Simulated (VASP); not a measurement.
# HgTe: single point with PBEsol

The system is HgTe.

```
CELL_PARAMETERS angstrom
0.00000 3.25491 3.25491
3.25491 0.00000 3.25491
3.25491 3.25491 0.00000
ATOMIC_POSITIONS crystal
Hg 0.00000 0.00000 0.00000
Te 0.75000 0.75000 0.75000
```

```
Program                : VASP 6.6.1
Task                   : single point
Functional             : PBEsol
Potentials or basis    : VASP PAW PBE potentials, release 64 (Hg, Te)
Cutoff                 : 520 eV
k mesh                 : 10 × 10 × 10
Occupations            : fermi-dirac, width 0.1 eV
Spin                   : non-collinear spin, zero start, spin-orbit coupling
Starting moments       : [[0.0, 0.0, 0.0], [0.0, 0.0, 0.0]] μB
Dipole correction      : no
Further INCAR settings : ALGO = Normal; EDIFF = 1e-07; NBANDS = 30
```

```json
{
 "Pressure": "-0.1 GPa",
 "Net moment": "0.00 μB per cell",
 "Valence electrons inside the program's atomic spheres": "Hg 10.52; Te 3.35"
}
```

Moments on the atoms (μB; x, y, z):
```
Hg  0.00 0.00 0.00
Te  0.00 0.00 0.00
```

Run time: 6.1 min on 1 thread of AMD EPYC 7R13 Processor (Zen 3) (shared host), peak memory 0.47 GiB.

Caveat: the PAW data sets were made with another functional, which shifts forces and pressure a little.
